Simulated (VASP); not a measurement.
Here is a VASP 6.6.1 calculation.

Contents of INCAR:

```
  PREC = Accurate
  ENCUT = 600
  EDIFF = 1E-6
  ISMEAR = 0
  SIGMA = 0.1
  LREAL = False
  LASPH = True
  NELM = 120
  ALGO = Normal
  ISIF = 2
  LWAVE = False
  LCHARG = False
  GGA = PE
  NBANDS = 7
  GGA_COMPAT = False
```

Contents of KPOINTS:

```
Automatic mesh
0
Gamma
  6 6 4
```

POSCAR

```
Mg
1.0
    3.0717917892      0.0000000000      0.0000000000
   -1.5358958946      2.6602497246      0.0000000000
    0.0000000000      0.0000000000      3.1360127307
Mg
1
Direct
    0.6666666667      0.3333333333      0.5000000000
```

Potentials or basis: VASP PAW PBE potentials, release 64 (Mg).

The run is started by

```bash
$ cat potpaw_PBE.64/Mg/POTCAR > POTCAR
$ mpirun -np 1 vasp_std > vasp.out
```

Task: Estimate the pressure.

Result: -0.1 GPa.

Task: Predict the band gap on the k mesh.

Result: Zero (bands 1 and 2 overlap by 5.14 eV).

Stress tensor (GPa, compression positive):
```
-0.18  0.00  0.00
 0.00 -0.18  0.00
 0.00  0.00 -0.07
```

Caveat: the k points lie up to 0.50 Å⁻¹ apart, too coarse for converged energies and pressures of a metal; the cell differs from its parent crystal (atoms taken out, then relaxed in part).
